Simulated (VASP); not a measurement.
A run of VASP 6.6.1 is set up as follows.

File POSCAR:

```
Ag
1.0
    0.0000000000      2.0519023311      2.0519023311
    2.0519023311      0.0000000000      2.0519023311
    2.0519023311      2.0519023311      0.0000000000
Ag
1
Direct
    0.0000000000      0.0000000000      0.0000000000
```

INCAR.step1

```
SYSTEM = Ag
PREC     = Accurate       ! precision mode
ENCUT    = 520            ! plane-wave cutoff, eV
ISMEAR   = 0              ! smearing method
SIGMA    = 0.01           ! smearing width, eV
LREAL    = .FALSE.        ! projectors in reciprocal space
LASPH    = .TRUE.         ! aspherical terms in the spheres
NELM     = 60             ! most SCF steps
NBANDS   = 12             ! bands
GGA      = PE             ! functional
ALGO     = Normal         ! electronic algorithm
EDIFF    = 1E-4           ! SCF threshold, eV
LWAVE    = .TRUE.         ! write WAVECAR
LCHARG   = .FALSE.        ! write CHGCAR
```

Contents of INCAR.step2:

```
SYSTEM = Ag
PREC     = Accurate       ! precision mode
ENCUT    = 520            ! plane-wave cutoff, eV
EDIFF    = 1E-6           ! SCF threshold, eV
ISMEAR   = 0              ! smearing method
SIGMA    = 0.01           ! smearing width, eV
LREAL    = .FALSE.        ! projectors in reciprocal space
LASPH    = .TRUE.         ! aspherical terms in the spheres
NELM     = 60             ! most SCF steps
ALGO     = Normal         ! electronic algorithm
ISIF     = 2              ! what is computed and relaxed
LWAVE    = .FALSE.        ! write WAVECAR
LCHARG   = .FALSE.        ! write CHGCAR
METAGGA  = R2SCAN         ! meta-GGA
LMIXTAU  = .TRUE.       
NBANDS   = 12             ! bands
ISTART   = 1
```

File KPOINTS:

```
Automatic mesh
0
G
  13 13 13
  0 0 0
```

Potentials or basis: VASP PAW PBE potentials, release 64 (Ag).

Command:

```bash
$ cat potpaw_PBE.64/Ag/POTCAR > POTCAR
$ cp INCAR.step1 INCAR
$ mpirun -np 1 vasp_std > vasp.out
$ cp INCAR.step2 INCAR
$ mpirun -np 1 vasp_std > vasp.out
```

**Question.** What does it give for the pressure?

**Answer.** 0.0 GPa.

Caveat: the PAW data sets were made with another functional, which shifts forces and pressure a little.
